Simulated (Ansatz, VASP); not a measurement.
One calculation of BH2F3, two programs

```xyz
18
Lattice="7.3545 0.0000 0.0000 0.0000 7.3545 0.0000 0.0000 0.0000 7.3545" Properties=species:S:1:pos:R:3 pbc="T T T"
H     6.5104    2.0637    3.3131
H     6.5612    1.6453    3.9232
H     4.4133    3.2799    6.2779
H     4.1348    3.1785    5.5979
H     3.9444    5.1511    2.5365
H     3.5872    5.0310    3.1755
B     0.2490    6.7860    0.2552
B     1.4219    3.7879    6.5081
B     4.2398   -0.1130    5.6687
F     1.3844    7.2011   -0.2545
F    -0.4047    5.7934   -0.3179
F    -0.2359    7.3373    1.3380
F     1.8976    4.3047    7.6215
F     0.8144    2.6231    6.5417
F     1.5530    4.4189    5.3673
F     5.1715    0.5927    6.2763
F     3.5661    0.4185    4.6785
F     4.0167   -1.3466    6.0552
```

Alike in both runs: functional r2SCAN; dispersion D3(BJ); k mesh 1 × 1 × 1; occupations fermi-dirac, width 0.02 eV; no spin polarisation.

Ansatz relaxed the structure, and its values are those at the end. VASP's run is a single point on that final structure, the one shown.

```csv
,VASP,Ansatz
version,VASP 6.6.1,Ansatz 0.2.0
potentials or method,"VASP PAW PBE potentials, release 64 (H_h, B_h, F_h), cutoff 1110 eV","scalar-relativistic, plane waves, PAW"
valence electrons in the cell,78,78
```

|  | VASP | Ansatz | Ansatz less VASP |
| --- | --- | --- | --- |
| gap on the k mesh at the Fermi level (eV) | 9.68 | 9.68 | -0.003 |
| rms of the force components (eV/Å) | 0.029 | 0.029 | +0.0005 |

VASP's potentials were made for PBE, not for r2SCAN. Ansatz's warnings: dispersion damping borrowed, xc potential rough in thin density.
